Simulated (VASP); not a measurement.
# SiS2 (Ibam) in VASP: single point with PBE

Aim: the single point of SiS2 with PBE.

Program: VASP 6.6.1. These are calculated values, not measurements. Logs are shortened: lines on timing, memory, paths and dates and some standing lists are left out, and cuts for length are marked.

### Step 1. The cell of the first run

It takes space group Ibam (No. 72, orthorhombic). Conventional cell: a = 6.295 Å, b = 11.068 Å, c = 5.594 Å, α = 90.00°, β = 90.00°, γ = 90.00°. Within 2.8 Å of Si (site symmetry 222) lie 4 S at 2.15 Å and 2 Si at 2.80 Å. S (site symmetry m) has 2 Si at 2.15 Å within 2.8 Å.

### Step 2. Single point, PBE

POSCAR

```
SiS2
1.0
   -3.1472974623      5.5338764997      2.7968812259
    3.1472974623     -5.5338764997      2.7968812259
    3.1472974623      5.5338764997     -2.7968812259
Si S
2 4
Direct
    0.7500000000      0.7500000000      0.0000000000
    0.2500000000      0.2500000000      0.0000000000
    0.8961120135      0.8159935942      0.7121056077
    0.1038879865      0.1840064058      0.2878943923
    0.3961120135      0.6840064058      0.0801184193
    0.6038879865      0.3159935942      0.9198815807
```

INCAR.step1

```
SYSTEM = SiS2
PREC = Accurate ; ENCUT = 400
EDIFF = 1E-6 ; ISMEAR = 0
SIGMA = 0.05 ; LREAL = .FALSE.
LASPH = .TRUE. ; NELM = 120
ALGO = Normal ; ISIF = 2
LWAVE = .FALSE. ; LCHARG = .TRUE.
GGA = PE ; NBANDS = 25
GGA_COMPAT = .FALSE. ; NEDOS = 2001
LORBIT = 11
```

KPOINTS.step1

```
Automatic mesh
0
G
  8 8 8
  0 0 0
```

INCAR.step2

```
SYSTEM = SiS2
PREC = Accurate ; ENCUT = 400
EDIFF = 1E-6 ; ISMEAR = -5
SIGMA = 0.05 ; LREAL = .FALSE.
LASPH = .TRUE. ; NELM = 120
ALGO = Normal ; ISIF = 2
LWAVE = .FALSE. ; LCHARG = .FALSE.
GGA = PE ; LORBIT = 11
NBANDS = 25 ; NEDOS = 2001
ICHARG = 11 ; GGA_COMPAT = .FALSE.
```

KPOINTS.step2

```
Automatic mesh
0
G
  12 12 12
  0 0 0
```

Potentials or basis: VASP PAW PBE potentials, release 64 (Si, S).

Launch:

```
$ cat potpaw_PBE.64/Si/POTCAR potpaw_PBE.64/S/POTCAR > POTCAR
$ cp INCAR.step1 INCAR
$ cp KPOINTS.step1 KPOINTS
$ mpirun -np 1 vasp_std > vasp.out
$ cp INCAR.step2 INCAR
$ cp KPOINTS.step2 KPOINTS
$ mpirun -np 1 vasp_std > vasp.out
```

OUTCAR:

```text
SYSTEM = SiS2
   PREC = Accurate
   ENCUT = 400
   EDIFF = 1E-6
   ISMEAR = -5
   LREAL = .FALSE.
   LASPH = .TRUE.
   NELM = 120
   ISIF = 2
   GGA = PE
   LORBIT = 11
   ICHARG = 11

 ion  position               nearest neighbor table
   1  0.750  0.750  0.000-   3 2.15   4 2.15   5 2.15   6 2.15   2 2.80   2 2.80
   2  0.250  0.250  0.000-   3 2.15   4 2.15   5 2.15   6 2.15   1 2.80   1 2.80
   3  0.896  0.816  0.712-   1 2.15   2 2.15
   4  0.104  0.184  0.288-   1 2.15   2 2.15
   5  0.396  0.684  0.080-   1 2.15   2 2.15
   6  0.604  0.316  0.920-   1 2.15   2 2.15

  LATTYP: Found a body centered orthorhombic cell.
 ALAT       =     5.5937624518
 B/A-ratio  =     1.1252882079
 C/A-ratio  =     1.9785883106

  Lattice vectors:

 A1 = (   3.1472974623,   5.5338764997,  -2.7968812259)
 A2 = (  -3.1472974623,   5.5338764997,   2.7968812259)
 A3 = (   3.1472974623,  -5.5338764997,   2.7968812259)

Analysis of symmetry for initial positions (statically):
=====================================================================
 Subroutine PRICEL returns:
 Original cell was already a primitive cell.

 Routine SETGRP: Setting up the symmetry group for a
 body centered orthorhombic supercell.

 Subroutine GETGRP returns: Found  8 space group operations
 (whereof  4 operations were pure point group operations)
 out of a pool of  8 trial point group operations.

The static configuration has the point symmetry C_2h.
 The point group associated with its full space group is D_2h.

Analysis of symmetry for dynamics (positions and initial velocities):
=====================================================================
 Subroutine PRICEL returns:
 Original cell was already a primitive cell.

 Routine SETGRP: Setting up the symmetry group for a
 body centered orthorhombic supercell.

 Subroutine GETGRP returns: Found  8 space group operations
 (whereof  4 operations were pure point group operations)
 out of a pool of  8 trial point group operations.

The dynamic configuration has the point symmetry C_2h.
 The point group associated with its full space group is D_2h.

 Subroutine INISYM returns: Found  8 space group operations
 (whereof  4 operations are pure point group operations),
 and found     1 'primitive' translations

----------------------------------------------------------------------------------------

                                     Primitive cell

  volume of cell :     194.8504

  direct lattice vectors                    reciprocal lattice vectors
    -3.147297462  5.533876500  2.796881226     0.000000000  0.090352577  0.178770552
     3.147297462 -5.533876500  2.796881226     0.158866458  0.000000000  0.178770552
     3.147297462  5.533876500 -2.796881226     0.158866458  0.090352577  0.000000000

  length of vectors
     6.953546938  6.953546938  6.953546938     0.200306012  0.239159908  0.182762522

  position of ions in fractional coordinates (direct lattice)
     0.750000000  0.750000000  0.000000000
     0.250000000  0.250000000  0.000000000
     0.896112014  0.815993594  0.712105608
     0.103887986  0.184006406  0.287894392
     0.396112014  0.684006406  0.080118419
     0.603887986  0.315993594  0.919881581

  ion indices of the primitive-cell ions
   primitive index   ion index
                 1           1
                 2           2
                 3           3
                 4           4
                 5           5
                 6           6

----------------------------------------------------------------------------------------

 KPOINTS: Automatic mesh

Automatic generation of k-mesh.
 Grid dimensions read from file:
 generate k-points for:   12   12   12

 Generating k-lattice:

  Cartesian coordinates                     Fractional coordinates (reciprocal lattice)
     0.000000000  0.007529381  0.014897546     0.083333333  0.000000000 -0.000000000
     0.013238871  0.000000000  0.014897546     0.000000000  0.083333333  0.000000000
     0.013238871  0.007529381  0.000000000    -0.000000000  0.000000000  0.083333333

  Length of vectors
     0.016692168  0.019929992  0.015230210

  Shift w.r.t. Gamma in fractional coordinates (k-lattice)
     0.000000000  0.000000000  0.000000000

 TETIRR: Found   4343 inequivalent tetrahedra from    10368

 Subroutine IBZKPT returns following result:
 ===========================================

 Found    280 irreducible k-points:

 Following reciprocal coordinates:
            Coordinates               Weight
  0.000000  0.000000  0.000000      1.000000
  0.083333  0.000000 -0.000000      4.000000
  0.166667  0.000000 -0.000000      4.000000
  0.250000  0.000000  0.000000      4.000000
  0.333333  0.000000 -0.000000      4.000000
  0.416667  0.000000 -0.000000      4.000000
[... 16 lines left out ...]
  0.250000  0.166667 -0.000000      8.000000
  0.333333  0.166667 -0.000000      8.000000
 [... further k-points ...]
   k-points           NKPTS =    280   k-points in BZ     NKDIM =    280   number of bands    NBANDS=     25
   number of dos      NEDOS =   2001   number of ions     NIONS =      6
   total plane-waves  NPLWV = 110592
   dimension x,y,z NGX =    48 NGY =   48 NGZ =   48
   dimension x,y,z NGXF=    96 NGYF=   96 NGZF=   96
   ions per type =               2   4
   NGX,Y,Z   is equivalent  to a cutoff of  11.48, 11.48, 11.48 a.u.
   NGXF,Y,Z  is equivalent  to a cutoff of  22.95, 22.95, 22.95 a.u.
 SYSTEM =  SiS2
   PREC   = accura    normal or accurate (medium, high low for compatibility)
   ISTART =      0    job   : 0-new  1-cont  2-samecut
   ICHARG =     11    charge: 1-file 2-atom 10-const
   ISPIN  =      1    spin polarized calculation?
   LNONCOLLINEAR =      F non collinear calculations
   LSORBIT =      F    spin-orbit coupling
   LASPH  =      T    aspherical Exc in radial PAW
   ENCUT  =  400.0 eV  29.40 Ry    5.42 a.u.  11.34 11.34 11.34*2*pi/ulx,y,z
   NELM   =    120;   NELMIN=  2; NELMDL=  0     # of ELM steps
   EDIFF  = 0.1E-05   stopping-criterion for ELM
   LREAL  =      F    real-space projection
   EDIFFG = 0.1E-04   stopping-criterion for IOM
   NSW    =      0    number of steps for IOM
   IBRION =     -1    ionic relax: 0-MD 1-quasi-New 2-CG
   NFREE  =      0    steps in history (QN), initial steepest desc. (CG)
   ISIF   =      2    stress and relaxation
   ISYM   =      2    0-nonsym 1-usesym 2-fastsym
   POTIM  = 0.5000    time-step for ionic-motion
   TEBEG  =    0.0;   TEEND  =   0.0 temperature during run
   PSTRESS=    0.0 pullay stress
   NELECT =      32.0000    total number of electrons
   NUPDOWN=      -1.0000    fix difference up-down
   EMIN   =  10.00;   EMAX   =-10.00  energy-range for DOS
   EFERMI =   0.00;   METHOD = LEGACY
   ISMEAR =    -5;   SIGMA  =   0.05  broadening in eV -4-tet -1-fermi 0-gaus
   EFERMI_NEDOS =   21; number of points for ismear=-14 and -15
   IALGO  =     38    algorithm
   IMIX   =      4    mixing-type and parameters
     AMIX     =   0.40;   BMIX     =  1.00
     AMIX_MAG =   1.60;   BMIX_MAG =  1.00
  volume/ion in A,a.u.               =      32.48       219.15
  Fermi-wavevector in a.u.,A,eV,Ry     =   0.896515  1.694168 10.935544  0.803740
  Thomas-Fermi vector in A             =   2.018983
   LORBIT       =     11    0 simple, 1 ext, 2 COOP (PROOUT), +10 PAW based schemes
   GGA     = PE    functional components
   LHFCALC =     F    Hartree Fock is set to
   AEXX    =    0.0000 exact exchange contribution
   IVDW    =     0    specifies the selected vdW correction
   LEPSILON=     F    determine dielectric tensor
   LRPA    =     F    only Hartree local field effects (RPA)
 non-spin polarized calculation
 Fermi weights with tetrahedron method with Bloechl corrections
  energy-cutoff  :      400.00
  volume of cell :      194.85
 maximum number of plane-waves:      3565
 NGX is ok and might be reduce to    48

 number of electron      32.0000004 magnetization

 Free energy of the ion-electron system (eV)
  ---------------------------------------------------
  ext. energy  EPLUGINS =         0.00000000
  ---------------------------------------------------
  free energy    TOTEN  =       -31.44516616 eV

  energy without entropy =      -31.44516616  energy(sigma->0) =      -31.44516616

 E-fermi :   0.0466     XC(G=0):  -6.9135

 val. band max:        0.0400469165   @ k =  -0.2500   0.2500   0.2500
 cond. band min:       3.1323578546   @ k =  -0.3333  -0.3333   0.3333
 fundamental gap:      3.0923109381
 Fermi energy:         0.0466351541

 k-point     1 :       0.0000    0.0000    0.0000
  band No.  band energies     occupation
      1     -14.2458      2.00000
      2     -12.2997      2.00000
      3     -11.7696      2.00000
      4     -11.7447      2.00000
      5      -7.4005      2.00000
      6      -5.5693      2.00000
[... 17 lines left out ...]
     24       6.8954      0.00000
     25       7.0555      0.00000

 k-point     2 :       0.0833    0.0000   -0.0000
  band No.  band energies     occupation
      1     -14.2222      2.00000
      2     -12.3516      2.00000
      3     -11.7694      2.00000
      4     -11.7454      2.00000
      5      -7.3320      2.00000
      6      -5.5688      2.00000
[... 17 lines left out ...]
     24       6.5778      0.00000
     25       7.0312      0.00000
[... 586 lines left out ...]
     24       6.3478      0.00000
     25       7.4594      0.00000

 k-point    24 :       0.3333    0.1667   -0.0000
  band No.  band energies     occupation
      1     -13.4604      2.00000
      2     -13.4505      2.00000
      3     -11.7713      2.00000
      4     -11.7584      2.00000
      5      -5.9752      2.00000
      6      -5.9532      2.00000
[... 17 lines left out ...]
     24       6.3190      0.00000
     25       7.6054      0.00000

 [... further k-points ...]

------------------------ aborting loop because EDIFF is reached ----------------------------------------

  FORCE on cell =-STRESS in cart. coord.  units (eV):
  Direction    XX          YY          ZZ          XY          YZ          ZX
  --------------------------------------------------------------------------------------
  -------------------------------------------------------------------------------------
  Total       -0.1791403     -0.1428828     -0.2819706     -0.0000000      0.0000000      0.0000000
  in kB       -1.4729996     -1.1748687     -2.3185320     -0.0000000      0.0000000      0.0000000
  external PRESSURE =      -1.6554668 kB  Pullay stress =       0.0000000 kB

 VOLUME and BASIS-vectors are now :
 -----------------------------------------------------------------------------
  energy-cutoff  :      400.00
  volume of cell :      194.85
      direct lattice vectors                 reciprocal lattice vectors
    -3.147297462  5.533876500  2.796881226     0.000000000  0.090352577  0.178770552
     3.147297462 -5.533876500  2.796881226     0.158866458  0.000000000  0.178770552
     3.147297462  5.533876500 -2.796881226     0.158866458  0.090352577  0.000000000

 POSITION                                       TOTAL-FORCE (eV/Angst)
 -----------------------------------------------------------------------------------
      0.00000      0.00000      4.19532         0.000000     -0.000000     -0.000000
      0.00000      0.00000      1.39844         0.000000      0.000000      0.000000
      1.98905      4.38407      2.79688         0.035586      0.026816      0.000000
      1.15825      1.14981      0.00000        -0.035586     -0.026816      0.000000
      1.15825     -1.14981      2.79688        -0.035586      0.026816      0.000000
      1.98905      6.68368      0.00000         0.035586     -0.026816      0.000000
 -----------------------------------------------------------------------------------
    total drift:                               -0.000000     -0.000000      0.000000

  FREE ENERGIE OF THE ION-ELECTRON SYSTEM (eV)
  ---------------------------------------------------
  free  energy   TOTEN  =       -31.4451661624 eV

  energy  without entropy=      -31.4451661624  energy(sigma->0) =      -31.44516616

 total charge

# of ion       s       p       d       tot
------------------------------------------
    1        0.702   0.854   0.000   1.555
    2        0.702   0.854   0.000   1.555
    3        1.351   2.402   0.000   3.753
    4        1.351   2.402   0.000   3.753
    5        1.351   2.402   0.000   3.753
    6        1.351   2.402   0.000   3.753
--------------------------------------------------
tot          6.808  11.316   0.000  18.123
```

It took 30 min on 1 thread of Oxide Virtual Turin-like, shared host; peak memory 0.76 GiB.

What came out:

```
Valence electrons inside the program's atomic spheres : Si 1.55; S 3.75
```
